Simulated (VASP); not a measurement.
**TaTe: single point with PBE**

Crystal: TaTe.

```
Ta Te
1.0
     0.00000    3.15993    3.15993
     3.15993    0.00000    3.15993
     3.15993    3.15993    0.00000
Ta Te
1 1
Direct
  0.00000 0.00000 0.00000
  0.25000 0.25000 0.25000
```

```yaml
Program: VASP 6.6.1
Task: single point
Functional: PBE
Potentials_or_basis: VASP PAW PBE potentials, release 64 (Ta_pv, Te)
Cutoff: 520 eV
k_mesh: 10 × 10 × 10
Occupations: gaussian, width 0.05 eV
Spin: collinear spin
Starting_moments: "[1.39, 0.0] μB"
Dipole_correction: no
Further_INCAR_settings: ALGO = Normal; EDIFF = 1e-06; NBANDS = 20
```

```json
{
  "Pressure": "0.0 GPa",
  "Net moment": "2.07 μB per cell",
  "Site moments": "Ta +1.41; Te -0.03 μB",
  "Valence electrons inside the program's atomic spheres": "Ta 8.78; Te 3.51"
}
```

Levels at points of the mesh, in eV from the Fermi level:
Spin up:
```
           k point  band 7  band 8  band 9  band 10  band 11  band 12
(0.00, 0.00, 0.00)   -4.02   -0.51   -0.51     0.56     4.13     4.13
(0.50, 0.00, 0.00)   -3.79   -0.26   -0.24    -0.24     1.92     1.92
(0.50, 0.50, 0.00)   -3.39   -1.26   -0.83     0.06     0.72     0.72
```
Spin down:
```csv
k point,band 5,band 6,band 7,band 8,band 9,band 10
"(0.00, 0.00, 0.00)",-3.64,-3.64,-3.64,0.99,0.99,1.13
"(0.50, 0.00, 0.00)",-5.06,-3.38,-3.38,0.61,1.19,1.19
"(0.50, 0.50, 0.00)",-5.27,-3.12,-3.12,-0.61,0.47,1.58
```

Wall time 85 s on 1 thread of AMD EPYC 9R45 96-Core Processor (Zen 5), with other jobs on the host, peak memory 0.26 GiB.

Caveat: spin-orbit coupling is left out, which moves the levels of the heavy elements.
